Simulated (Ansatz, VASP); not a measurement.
PdBr in VASP and in Ansatz

```xyz
2
Lattice="0.0000 2.4385 2.4385 2.4385 0.0000 2.4385 2.4385 2.4385 0.0000" Properties=species:S:1:pos:R:3 pbc="T T T"
Pd    0.0000    0.0000    0.0000
Br    2.4385    2.4385    2.4385
```

Change from the starting cell: volume scaled by 0.7, PAW files.

Alike in both runs: task single point; functional PBE; k mesh 13 × 13 × 13; occupations fermi-dirac, width 0.1 eV; no spin polarisation.

|  | VASP | Ansatz |
| --- | --- | --- |
| version | VASP 6.6.1 | Ansatz 0.2.0 |
| potentials or method | VASP PAW PBE potentials, release 64 (Pd, Br) | PAW with Ansatz's default frozen-core files, scalar-relativistic |
| plane-wave cutoff (eV) | 520 | 420 |
| valence electrons in the cell | 17 | 25 |

|  | VASP | Ansatz | Ansatz less VASP |
| --- | --- | --- | --- |
| pressure (GPa) | 62.8 | 62.4 | -0.43 |

Both programs put the cell under a high pressure, so it lies far from rest at this level. The functional is the same, so the differences come from potentials, cutoffs and numerics. VASP's potentials hold 17 valence electrons a cell and Ansatz's 25, so a difference there can come from the potentials and not from the codes.

Noted on VASP's run: the cell as given lies far from equilibrium.
